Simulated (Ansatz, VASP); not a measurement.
One calculation of Ru, two programs

```
Ru
1.0
     2.90116    0.00000    0.00000
    -1.45058    2.51248    0.00000
     0.00000    0.00000    4.20568
Ru
2
Direct
  0.33333 0.66667 0.25000
  0.66667 0.33333 0.75000
```

Alike in both runs: task single point; functional PBE; k mesh 18 × 18 × 10; occupations gaussian, width 0.1 eV; no spin polarisation.

|  | VASP | Ansatz |
| --- | --- | --- |
| version | VASP 6.6.1 | Ansatz 0.2.0 |
| potentials or method | VASP PAW PBE potentials, release 64 (Ru_pv), cutoff 520 eV | scalar-relativistic, plane waves, PAW |
| valence electrons in the cell | 28 | 32 |

|  | VASP | Ansatz | Ansatz less VASP |
| --- | --- | --- | --- |
| gap on the k mesh at the Fermi level (eV) | none | none | - |
| pressure (GPa) | -23.1 | -23.0 | +0.10 |
| traceless stress, the component that is largest in VASP (GPa) | 14.81 | 14.84 | +0.021 |

A gap of «none» marks a metal or a gap that the smearing closes. VASP's potentials hold 28 valence electrons a cell and Ansatz's 32, so a difference there can come from the potentials and not from the codes.
